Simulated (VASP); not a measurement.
Wanted: the native input for a VASP 6.6.1 run.

- Task: single point
- Functional: PBE
- Potentials or basis: VASP PAW PBE potentials, release 64 (C, Si)
- Cutoff: 640 eV
- k mesh: 2 × 2 × 1
- Occupations: fermi-dirac, width 0.02 eV
- Spin: collinear spin
- Starting moments: [0.0, 0.0, 0.0, 0.0, 0.0, 0.0, 0.0, 0.0, 0.0, 0.0, 0.0, 0.0, 0.0, 0.0, 0.0, 0.0, 0.0, 0.0, 0.22] μB
- Dipole correction: no
- Second try: not_converged
- Further INCAR settings: ALGO = Normal; EDIFF = 1e-06; NBANDS = 57; AMIX = 0.1; BMIX = 0.0001; NELMDL = -8

The structure of SiC18 lies in POSCAR:

```
SiC18
1.0
    7.3980000000      0.0000000000      0.0000000000
   -3.6990000000      6.4068560000      0.0000000000
    0.0000000000      0.0000000000     11.0000000000
C Si
18 1
Direct
    0.0051058135      0.0036398508      0.0908976364
    0.2267462618      0.1121973086      0.0892358182
    0.0049389535      0.3347503050      0.0857095455
    0.2266418621      0.4453469845      0.0886751818
    0.0047999910      0.6657767866      0.0938600909
    0.2266760965      0.7782153993      0.0927470000
    0.3373460175      0.0006433733      0.0902157273
    0.5593219737      0.1114812008      0.0866608182
    0.3369140787      0.3332661137      0.0878054545
    0.5583401876      0.4417566120      0.0887301818
    0.3365030738      0.6671618654      0.0922775455
    0.5593656095      0.7802454121      0.0938615455
    0.6714061418      0.0022986313      0.0874262727
    0.8937371571      0.1133740168      0.0853520000
    0.6706478036      0.3330766292      0.0857956364
    0.8932574419      0.4448628157      0.0874757273
    0.6688498917      0.6655137871      0.0934394545
    0.8945681293      0.7795325820      0.0976936364
    0.7515971601      0.7286333578      0.2775954545
```

One way to write it, as run:

INCAR

```
SYSTEM = SiC18
PREC = Accurate
ENCUT = 640
EDIFF = 1E-6
ISMEAR = -1
SIGMA = 0.02
LREAL = .FALSE.
LASPH = .TRUE.
NELM = 300
ALGO = Normal
ISIF = 2
LWAVE = .FALSE.
LCHARG = .FALSE.
ISPIN = 2
MAGMOM = 0 0 0 0 0 0 0 0 0 0 0 0 0 0 0 0 0 0 0.22
LORBIT = 11
GGA = PE
NBANDS = 57
GGA_COMPAT = .FALSE.
NELMDL = -8
AMIX = 0.1
BMIX = 1E-4
AMIX_MAG = 0.4
BMIX_MAG = 1E-4
```

KPOINTS

```
regular mesh
0
G
  2 2 1
  0 0 0
```

Potentials or basis: VASP PAW PBE potentials, release 64 (C, Si).

Run with:

```bash
$ cat potpaw_PBE.64/C/POTCAR potpaw_PBE.64/Si/POTCAR > POTCAR
$ mpirun -np 4 vasp_std > vasp.out
```

Results of the run:

| Quantity | Value |
| --- | --- |
| Largest force | 0.074 eV/Å |
| Net moment | 1.00 μB per cell |
| Site moments | C +0.01, -0.00, +0.00, -0.01, +0.02, +0.03 (each value once); Si +0.28 μB |
| Valence electrons inside the program's atomic spheres | C 2.65, 2.66, 2.63, 2.64 (each value once); Si 1.54 |

Caveat: the k points lie up to 0.49 Å⁻¹ apart; there is no dipole correction, which matters where the two faces differ.

Run time: 6.6 min on 4 MPI ranks on Intel(R) Xeon(R) Platinum 8259CL CPU @ 2.50GHz (Skylake/Cascade Lake) (shared host), peak memory 0.42 GiB a rank.
